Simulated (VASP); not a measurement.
BN, 4 atoms in the cell. The structure is orthorhombic, space group Cmcm (No. 63). The conventional cell has a = 2.491 Å, b = 4.337 Å, c = 6.661 Å, α = 90.00°, β = 90.00°, γ = 90.00°. B (site symmetry m2m) has 3 N at 1.44 to 1.45 Å within 1.9 Å. Within 1.9 Å of N (site symmetry m2m) lie 3 B at 1.44 to 1.45 Å.  This cell differs from its parent crystal: strain -0.0050 x Voigt [1, 0, 0, 0, 0, 0].

- Program: VASP 6.6.1
- Task: single point
- Functional: PBE
- Dispersion: D3(BJ)
- Potentials or basis: VASP PAW PBE potentials, release 64 (B, N)
- Cutoff: 520 eV
- k mesh: 12 × 12 × 4
- Occupations: gaussian, width 0.05 eV
- Spin: no spin polarisation
- Dipole correction: no
- Further INCAR settings: ALGO = Normal; EDIFF = 1e-07; NBANDS = 16

Potentials or basis: VASP PAW PBE potentials, release 64 (B, N).

Launch:

```bash
$ cat potpaw_PBE.64/B/POTCAR potpaw_PBE.64/N/POTCAR > POTCAR
$ mpirun -np 1 vasp_std > vasp.out
```

Hardware: 1 thread of Intel(R) Xeon(R) Platinum 8488C (Sapphire Rapids), on a shared host.

Task: How long does it take, and how much memory?

Result: Wall time 41 s on 1 thread of Intel(R) Xeon(R) Platinum 8488C (Sapphire Rapids) (shared host), peak memory 0.2 GiB. Counts: scf iterations 15, k points 129.
